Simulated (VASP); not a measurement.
# ZnO (P6_3mc) in VASP: electric field gradients with LDA

Aim: the electric field gradients of ZnO with LDA.

All numbers are computed with VASP 6.6.1; they aren't measurements. Logs are shortened: lines on timing, memory, paths and dates and some standing lists are left out, and cuts for length are marked.

## 1. The cell of the first run

Symmetry: P6_3mc, No. 186, hexagonal system. Conventional cell: a = 3.249 Å, b = 3.249 Å, c = 5.206 Å, α = 90.00°, β = 90.00°, γ = 120.00°. Zn (site symmetry 3m) has 4 O at 1.97 to 1.98 Å within 2.6 Å. Within 2.6 Å of O (site symmetry 3m) lie 4 Zn at 1.97 to 1.98 Å.

## 2. Electric field gradients, LDA

INCAR

```
  PREC = Accurate
  ENCUT = 1000
  EDIFF = 1E-8
  ISMEAR = -1
  SIGMA = 0.02
  LREAL = False
  LASPH = True
  NELM = 120
  ALGO = Normal
  ISIF = 2
  LWAVE = False
  LCHARG = False
  LEFG = True
  NBANDS = 26
  GGA_COMPAT = False
```

KPOINTS

```
Automatic mesh
0
Gamma
  8 8 5
```

POSCAR

```
ZnO
1.0
    3.2493080000      0.0000000000      0.0000000000
   -1.6246540000      2.8139832727      0.0000000000
    0.0000000000      0.0000000000      5.2057090000
Zn O
2 2
Direct
    0.3333333333      0.6666666667      0.5000000000
    0.6666666667      0.3333333333      0.0000000000
    0.6666666667      0.3333333333      0.3790100000
    0.3333333333      0.6666666667      0.8790100000
```

Potentials or basis: VASP PAW LDA potentials, release 64 (Zn, O_h).

Started as:

```bash
cat potpaw_LDA.64/Zn/POTCAR potpaw_LDA.64/O_h/POTCAR > POTCAR
mpirun -np 1 vasp_std > vasp.out
```

OUTCAR:

```text
PREC = Accurate
   ENCUT = 1000
   EDIFF = 1E-8
   ISMEAR = -1
   LREAL = False
   LASPH = True
   NELM = 120
   ISIF = 2

 ion  position               nearest neighbor table
   1  0.333  0.667  0.500-   4 1.97   3 1.98   3 1.98   3 1.98
   2  0.667  0.333  0.000-   3 1.97   4 1.98   4 1.98   4 1.98
   3  0.667  0.333  0.379-   2 1.97   1 1.98   1 1.98   1 1.98
   4  0.333  0.667  0.879-   1 1.97   2 1.98   2 1.98   2 1.98

  LATTYP: Found a hexagonal cell.
 ALAT       =     3.2493080000
 C/A-ratio  =     1.6020977390

  Lattice vectors:

 A1 = (   3.2493080000,   0.0000000000,   0.0000000000)
 A2 = (  -1.6246540000,   2.8139832727,   0.0000000000)
 A3 = (   0.0000000000,   0.0000000000,   5.2057090000)

Analysis of symmetry for initial positions (statically):
=====================================================================
 Subroutine PRICEL returns:
 Original cell was already a primitive cell.

 Routine SETGRP: Setting up the symmetry group for a
 hexagonal supercell.

 Subroutine GETGRP returns: Found 12 space group operations
 (whereof  6 operations were pure point group operations)
 out of a pool of 24 trial point group operations.

The static configuration has the point symmetry C_3v.
 The point group associated with its full space group is C_6v.

Analysis of symmetry for dynamics (positions and initial velocities):
=====================================================================
 Subroutine PRICEL returns:
 Original cell was already a primitive cell.

 Routine SETGRP: Setting up the symmetry group for a
 hexagonal supercell.

 Subroutine GETGRP returns: Found 12 space group operations
 (whereof  6 operations were pure point group operations)
 out of a pool of 24 trial point group operations.

The dynamic configuration has the point symmetry C_3v.
 The point group associated with its full space group is C_6v.

 Subroutine INISYM returns: Found 12 space group operations
 (whereof  6 operations are pure point group operations),
 and found     1 'primitive' translations

----------------------------------------------------------------------------------------

                                     Primitive cell

  volume of cell :      47.5984

  direct lattice vectors                    reciprocal lattice vectors
     3.249308000  0.000000000  0.000000000     0.307757836  0.177684070  0.000000000
    -1.624654000  2.813983273  0.000000000     0.000000000  0.355368139  0.000000000
     0.000000000  0.000000000  5.205709000     0.000000000  0.000000000  0.192096792

  length of vectors
     3.249308000  3.249308000  5.205709000     0.355368139  0.355368139  0.192096792

  position of ions in fractional coordinates (direct lattice)
     0.333333333  0.666666667  0.500000000
     0.666666667  0.333333333  0.000000000
     0.666666667  0.333333333  0.379010000
     0.333333333  0.666666667  0.879010000

  ion indices of the primitive-cell ions
   primitive index   ion index
                 1           1
                 2           2
                 3           3
                 4           4

----------------------------------------------------------------------------------------

 KPOINTS: Automatic mesh

Automatic generation of k-mesh.
 Grid dimensions read from file:
 generate k-points for:    8    8    5

 Generating k-lattice:

  Cartesian coordinates                     Fractional coordinates (reciprocal lattice)
     0.038469730  0.022210509  0.000000000     0.125000000  0.000000000  0.000000000
[... 40 lines left out ...]
 [... further k-points ...]
   k-points           NKPTS =     30   k-points in BZ     NKDIM =     30   number of bands    NBANDS=     26
   number of dos      NEDOS =    301   number of ions     NIONS =      4
   total plane-waves  NPLWV =  69984
   dimension x,y,z NGX =    36 NGY =   36 NGZ =   54
   dimension x,y,z NGXF=    72 NGYF=   72 NGZF=  108
   ions per type =               2   2
   NGX,Y,Z   is equivalent  to a cutoff of  18.42, 18.42, 17.25 a.u.
   NGXF,Y,Z  is equivalent  to a cutoff of  36.84, 36.84, 34.49 a.u.
 SYSTEM =  unknown system
   PREC   = accura    normal or accurate (medium, high low for compatibility)
   ISTART =      0    job   : 0-new  1-cont  2-samecut
   ICHARG =      2    charge: 1-file 2-atom 10-const
   ISPIN  =      1    spin polarized calculation?
   LNONCOLLINEAR =      F non collinear calculations
   LSORBIT =      F    spin-orbit coupling
   LASPH  =      T    aspherical Exc in radial PAW
   ENCUT  = 1000.0 eV  73.50 Ry    8.57 a.u.   8.38  8.38 13.42*2*pi/ulx,y,z
   NELM   =    120;   NELMIN=  2; NELMDL= -5     # of ELM steps
   EDIFF  = 0.1E-07   stopping-criterion for ELM
   LREAL  =      F    real-space projection
   EDIFFG = 0.1E-06   stopping-criterion for IOM
   NSW    =      0    number of steps for IOM
   IBRION =     -1    ionic relax: 0-MD 1-quasi-New 2-CG
   NFREE  =      0    steps in history (QN), initial steepest desc. (CG)
   ISIF   =      2    stress and relaxation
   ISYM   =      2    0-nonsym 1-usesym 2-fastsym
   POTIM  = 0.5000    time-step for ionic-motion
   TEBEG  =    0.0;   TEEND  =   0.0 temperature during run
   PSTRESS=    0.0 pullay stress
   NELECT =      36.0000    total number of electrons
   NUPDOWN=      -1.0000    fix difference up-down
   EMIN   =  10.00;   EMAX   =-10.00  energy-range for DOS
   EFERMI =   0.00;   METHOD = LEGACY
   ISMEAR =    -1;   SIGMA  =   0.02  broadening in eV -4-tet -1-fermi 0-gaus
   EFERMI_NEDOS =   21; number of points for ismear=-14 and -15
   IALGO  =     38    algorithm
   IMIX   =      4    mixing-type and parameters
     AMIX     =   0.40;   BMIX     =  1.00
     AMIX_MAG =   1.60;   BMIX_MAG =  1.00
  volume/ion in A,a.u.               =      11.90        80.30
  Fermi-wavevector in a.u.,A,eV,Ry     =   1.491574  2.818667 30.270160  2.224794
  Thomas-Fermi vector in A             =   2.604212
   LORBIT       =      0    0 simple, 1 ext, 2 COOP (PROOUT), +10 PAW based schemes
   GGA     = CA    functional components
   LHFCALC =     F    Hartree Fock is set to
   AEXX    =    0.0000 exact exchange contribution
   IVDW    =     0    specifies the selected vdW correction
   LEPSILON=     F    determine dielectric tensor
   LRPA    =     F    only Hartree local field effects (RPA)
 non-spin polarized calculation
  energy-cutoff  :     1000.00
  volume of cell :       47.60
 maximum number of plane-waves:      3459
 NGX is ok and might be reduce to    36
   NGX = 17   NGY = 17   NGZ = 27

 number of electron      36.0000003 magnetization

 Free energy of the ion-electron system (eV)
  ---------------------------------------------------
  ext. energy  EPLUGINS =         0.00000000
  ---------------------------------------------------
  free energy    TOTEN  =       -21.13726081 eV

  energy without entropy =      -21.13726081  energy(sigma->0) =      -21.13726081

 E-fermi :   1.5859     XC(G=0): -11.4678

 val. band max:        1.2010114967   @ k =   0.0000   0.0000   0.0000
 cond. band min:       1.9450012614   @ k =   0.0000   0.0000   0.0000
 fundamental gap:      0.7439897646
 Fermi energy:         1.5859153644

 k-point     1 :       0.0000    0.0000    0.0000
  band No.  band energies     occupation
      1     -16.5974      2.00000
      2     -15.8207      2.00000
      3      -4.5636      2.00000
      4      -4.5636      2.00000
      5      -4.5259      2.00000
      6      -4.4949      2.00000
[... 685 lines left out ...]
     25      14.5427      0.00000
     26      14.7842      0.00000

 [... further k-points ...]

------------------------ aborting loop because EDIFF is reached ----------------------------------------

  FORCE on cell =-STRESS in cart. coord.  units (eV):
  Direction    XX          YY          ZZ          XY          YZ          ZX
  --------------------------------------------------------------------------------------
  -------------------------------------------------------------------------------------
  Total       -1.9536093     -1.9536093     -1.4253102      0.0000000     -0.0000000      0.0000000
  in kB      -65.7591237    -65.7591237    -47.9764061      0.0000000     -0.0000000      0.0000000
  external PRESSURE =     -59.8315512 kB  Pullay stress =       0.0000000 kB

 VOLUME and BASIS-vectors are now :
 -----------------------------------------------------------------------------
  energy-cutoff  :     1000.00
  volume of cell :       47.60
      direct lattice vectors                 reciprocal lattice vectors
     3.249308000  0.000000000  0.000000000     0.307757836  0.177684070  0.000000000
    -1.624654000  2.813983273  0.000000000     0.000000000  0.355368139  0.000000000
     0.000000000  0.000000000  5.205709000     0.000000000  0.000000000  0.192096792

 POSITION                                       TOTAL-FORCE (eV/Angst)
 -----------------------------------------------------------------------------------
     -0.00000      1.87599      2.60285        -0.000000      0.000000     -0.055265
      1.62465      0.93799      0.00000         0.000000      0.000000     -0.055265
      1.62465      0.93799      1.97302         0.000000     -0.000000      0.055265
     -0.00000      1.87599      4.57587         0.000000      0.000000      0.055265
 -----------------------------------------------------------------------------------
    total drift:                                0.000000     -0.000000      0.000453

  FREE ENERGIE OF THE ION-ELECTRON SYSTEM (eV)
  ---------------------------------------------------
  free  energy   TOTEN  =       -21.1372608063 eV

  energy  without entropy=      -21.1372608063  energy(sigma->0) =      -21.13726081

 Electric field gradients (V/A^2)
---------------------------------------------------------------------
 ion       V_xx      V_yy      V_zz      V_xy      V_xz      V_yz
---------------------------------------------------------------------
   1      -0.420    -0.419     0.839     0.001     0.000    -0.000
   2      -0.420    -0.419     0.839     0.001    -0.000     0.000
   3       1.040     1.039    -2.079    -0.001    -0.000     0.000
   4       1.040     1.039    -2.079    -0.001     0.000    -0.000
---------------------------------------------------------------------

 Electric field gradients after diagonalization (V/A^2)
 (convention: |V_zz| > |V_xx| > |V_yy|)
----------------------------------------------------------------------
 ion       V_xx      V_yy      V_zz     asymmetry (V_yy - V_xx)/ V_zz
----------------------------------------------------------------------
   1      -0.421    -0.419     0.839       0.003
   2      -0.421    -0.419     0.839       0.003
   3       1.041     1.039    -2.079       0.001
   4       1.041     1.039    -2.079       0.001
----------------------------------------------------------------------

           NMR quadrupolar parameters

 Cq : quadrupolar parameter    Cq=e*Q*V_zz/h
 eta: asymmetry parameters     (V_yy - V_xx)/ V_zz
 Q  : nuclear electric quadrupole moment in mb (millibarn)
----------------------------------------------------------------------
 ion       Cq(MHz)       eta       Q (mb)
----------------------------------------------------------------------
   1       0.002       0.003       1.000
   2       0.002       0.003       1.000
   3      -0.005       0.001       1.000
   4      -0.005       0.001       1.000
----------------------------------------------------------------------
```

Run time: 78 s. Hardware: 1 thread of Intel Xeon Platinum 8259CL at 2.50GHz (Skylake/Cascade Lake), shared host; peak memory 0.25 GiB.

Results:

- Free energy: -21.1373 eV
- Pressure: -6.0 GPa
- Largest force: 0.055 eV/Å
- Band gap on the k mesh: 0.74 eV
- Largest electric field gradient by atom: Zn +0.8; O -2.1 V/Å²

Forces in eV/Å, atoms in the order of the input:
```
Zn   0.000  0.000 -0.055
Zn   0.000  0.000 -0.055
O    0.000  0.000  0.055
O    0.000  0.000  0.055
```

Stress tensor (GPa, compression positive):
```
-6.58  0.00  0.00
 0.00 -6.58  0.00
 0.00  0.00 -4.80
```

Electric field gradients, principal values (V/Å²):
| atom | least | middle | greatest (by size) |
| --- | --- | --- | --- |
| 1 Zn | -0.419 | -0.421 | 0.839 |
| 2 Zn | -0.419 | -0.421 | 0.839 |
| 3 O | 1.039 | 1.041 | -2.079 |
| 4 O | 1.039 | 1.041 | -2.079 |

Caveat: the cell stands under tension; semilocal functionals underestimate gaps, and a narrow one can read as zero; without QUAD_EFG the Cq values of the log hold for a quadrupole moment of 1 mb, not for the nuclei. Expect the measured gap to be larger: semilocal functionals such as LDA lack the derivative discontinuity.
